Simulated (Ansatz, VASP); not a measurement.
# MoS2 in VASP and in Ansatz

The input INCAR:

```
ALGO = Normal ; EDIFF = 1E-7
ENCUT = 520 ; GGA = PE
ISIF = 2 ; ISMEAR = 0
IVDW = 12 ; LASPH = True
LCHARG = True ; LELF = True
LREAL = False ; LVHAR = True
LWAVE = False ; NBANDS = 35
NELM = 60 ; PREC = Accurate
SIGMA = 0.05
```

KPOINTS

```
k-points
0
Gamma
  10 10 2
```

File POSCAR:

```
MoS2
1.0
   -3.1494847632      0.0000000000      0.0000000000
   -1.5747423816     -2.7275338138      0.0000000000
   -2.7557991678     -1.5910613914     13.2900638030
Mo S
2 4
Direct
   -0.0343875000     -0.0343875000      0.0589500000
   -0.3260541667     -0.3260541667      0.5589500000
   -0.0614925128     -0.0614925128      0.6768443076
    0.2301741539      0.2301741539      0.1768443076
   -0.2156158206     -0.2156158206      0.9410556924
    0.0760508461      0.0760508461      0.4410556924
```

Input for Ansatz:

```yaml
crystal:
  lattice:
    - [-3.1494847632, 0.0, 0.0]
    - [-1.5747423816, -2.7275338138, 0.0]
    - [-2.7557991678, -1.5910613914, 13.290063803]
  atoms:
    - { symbol: Mo, position: [-0.0343875, -0.0343875, 0.05895] }
    - { symbol: Mo, position: [-0.3260541667, -0.3260541667, 0.55895] }
    - { symbol: S, position: [-0.0614925128, -0.0614925128, 0.6768443076] }
    - { symbol: S, position: [0.2301741539, 0.2301741539, 0.1768443076] }
    - { symbol: S, position: [-0.2156158206, -0.2156158206, 0.9410556924] }
    - { symbol: S, position: [0.0760508461, 0.0760508461, 0.4410556924] }
basis:
  ecutwfc: 420
kpoints:
  mp_grid: { grid: [10, 10, 2] }
hamiltonian:
  xc: pbe
  pseudopotentials: { kind: paw, azcp: { folder: soft_1 } }
  dispersion: d3bj
scf:
  occupations: { method: gaussian, width: 0.05 }
output:
  forces: true
  stress: true
  eigenvalues: true
  write_density: true
  write_potential: true
  elf: true
  volumetric_format: npy
```

Alike in both runs: task single point; functional PBE; dispersion D3(BJ); k mesh 10 × 10 × 2; occupations gaussian, width 0.05 eV; no spin polarisation.

```csv
,VASP,Ansatz
version,VASP 6.6.1,Ansatz 0.2.0
potentials or method,"VASP PAW PBE potentials, release 64 (Mo_sv, S), cutoff 520 eV","scalar-relativistic, plane waves, PAW"
valence electrons in the cell,52,52
```

Ansatz gave:

| Quantity | Value |
| --- | --- |
| gap on the k mesh at the Fermi level (eV) | none |
| pressure (GPa) | 4.6 |
| traceless stress, the component that is largest in VASP (GPa) | -9.42 |
| rms of the force components (eV/Å) | 1.651 |

Estimate VASP's values.

gap on the k mesh at the Fermi level (eV): none; pressure (GPa): 4.4; traceless stress, the component that is largest in VASP (GPa): -9.36; rms of the force components (eV/Å): 1.635.

Atom by atom the forces differ by 0.017 eV/Å (rms over components). A gap of «none» marks a metal or a gap that the smearing closes.
